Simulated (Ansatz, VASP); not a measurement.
# BN: VASP beside Ansatz

INCAR

```
PREC = Accurate ; ENCUT = 520
EDIFF = 1E-6 ; ISMEAR = 0
SIGMA = 0.05 ; LREAL = False
LASPH = True ; NELM = 80
ALGO = Normal ; ISIF = 2
LWAVE = False ; LCHARG = False
GGA = CA ; NBANDS = 16
```

KPOINTS

```
Automatic mesh
0
Gamma
  12 12 4
```

POSCAR

```
BN
1.0
    2.5483125388      0.0000000000      0.0000000000
   -1.2741562694      2.2069033954      0.0000000000
    0.0000000000      0.0000000000      5.8962855523
B N
2 2
Direct
    0.3333333333      0.6666666667      0.2500000000
    0.6666666667      0.3333333333      0.7500000000
    0.3333333333      0.6666666667      0.7500000000
    0.6666666667      0.3333333333      0.2500000000
```

Input for Ansatz:

```yaml
crystal:
  lattice:
    - [2.5483125388, 0.0, 0.0]
    - [-1.2741562694, 2.2069033954, 0.0]
    - [0.0, 0.0, 5.8962855523]
  atoms:
    - { symbol: B, position: [0.3333333333, 0.6666666667, 0.25] }
    - { symbol: B, position: [0.6666666667, 0.3333333333, 0.75] }
    - { symbol: "N", position: [0.3333333333, 0.6666666667, 0.75] }
    - { symbol: "N", position: [0.6666666667, 0.3333333333, 0.25] }
basis:
  ecutwfc: 520.0
kpoints:
  mp_grid: { grid: [12, 12, 4] }
hamiltonian:
  xc: lda
  pseudopotentials: { kind: paw, azcp: { folder: soft_1 } }
scf:
  occupations: { method: gaussian, width: 0.05 }
output:
  forces: true
  stress: true
  eigenvalues: true
```

Alike in both runs: task single point; functional LDA; k mesh 12 × 12 × 4; occupations gaussian, width 0.05 eV; no spin polarisation.

|  | VASP | Ansatz |
| --- | --- | --- |
| version | VASP 6.6.1 | Ansatz 0.2.0 |
| potentials or method | VASP PAW LDA potentials, release 64 (B, N), cutoff 520 eV | scalar-relativistic, plane waves, PAW |
| valence electrons in the cell | 16 | 16 |

Ansatz gave:

```
gap on the k mesh at the Fermi level (eV)                     : 3.84
least direct gap on the mesh (eV)                             : 4.05
pressure (GPa)                                                : -16.1
traceless stress, the component that is largest in VASP (GPa) : 20.26
```

Question: What did VASP give for the same quantities?

Answer: gap on the k mesh at the Fermi level (eV): 3.83; least direct gap on the mesh (eV): 4.05; pressure (GPa): -15.5; traceless stress, the component that is largest in VASP (GPa): 19.48.

Ansatz warns that its potentials were made for another functional, while VASP's fit it. LDA's correlation is that of Perdew and Zunger in VASP and of Perdew and Wang (1992) in Ansatz.
